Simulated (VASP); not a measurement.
Here is a VASP 6.6.1 calculation.

File INCAR:

```
PREC = Accurate
ENCUT = 520
EDIFF = 1E-7
ISMEAR = -1
SIGMA = 0.02
LREAL = F
LASPH = T
NELM = 80
ALGO = Normal
ISIF = 2
LWAVE = F
LCHARG = F
GGA = CA
NBANDS = 11
```

File KPOINTS:

```
Automatic mesh
0
Gamma
  8 8 8
```

File POSCAR:

```
AlN
1.0
    0.0000000000      2.1394062656      2.1394062656
    2.1394062656      0.0000000000      2.1394062656
    2.1394062656      2.1394062656      0.0000000000
Al N
1 1
Direct
    0.0000000000      0.0000000000      0.0000000000
    0.7500000000      0.7500000000      0.7500000000
```

Potentials or basis: VASP PAW LDA potentials, release 64 (Al, N).

Command:

```sh
$ cat potpaw_LDA.64/Al/POTCAR potpaw_LDA.64/N/POTCAR > POTCAR
$ mpirun -np 1 vasp_std > vasp.out
```

(1) Predict the band gap on the k mesh.

(2) Estimate the pressure.

Answers

(1) 3.25 eV, indirect (least direct gap 4.80 eV).

(2) 10.9 GPa.
